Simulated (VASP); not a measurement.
A run of VASP 6.6.1:

File POSCAR:

```
C
1.0
    1.2279165312      0.7089379398      3.5190776898
   -1.2279165312      0.7089379398      3.5190776898
    0.0000000000     -1.4178758797      3.5190776898
C
2
Direct
    0.2187271905      0.3405654846     -0.0708406200
    0.7812728095      0.6594345154      1.0708406200
```

File INCAR.step1:

```
SYSTEM = C
PREC = Accurate
ENCUT = 660
ISMEAR = 0
SIGMA = 0.05
LREAL = .False.
LASPH = .True.
NELM = 120
NBANDS = 11
GGA = PE
ALGO = Normal
EDIFF = 1E-5
LWAVE = .True.
LCHARG = .False.
GGA_COMPAT = .False.
```

Contents of INCAR.step2:

```
SYSTEM = C
PREC = Accurate
ENCUT = 660
EDIFF = 1E-6
ISMEAR = 0
SIGMA = 0.05
LREAL = .False.
LASPH = .True.
NELM = 120
ALGO = Normal
ISIF = 2
LWAVE = .False.
LCHARG = .True.
METAGGA = R2SCAN
LMIXTAU = .True.
LELF = .True.
LVHAR = .True.
NBANDS = 11
ISTART = 1
GGA_COMPAT = .False.
```

KPOINTS

```
regular mesh
0
Gamma
  12 12 12
  0 0 0
```

Potentials or basis: VASP PAW PBE potentials, release 64 (C).

Launch:

```console
$ cat potpaw_PBE.64/C/POTCAR > POTCAR
$ cp INCAR.step1 INCAR
$ mpirun -np 1 vasp_std > vasp.out
$ cp INCAR.step2 INCAR
$ mpirun -np 1 vasp_std > vasp.out
```

Hardware: 1 thread of Oxide Virtual Turin-like Processor (shared host).

Task: Estimate the wall time of this run.

Result: It took 29 min on 1 thread of Oxide Virtual Turin-like Processor (shared host), peak memory 0.3 GiB. Counts: k points 868.
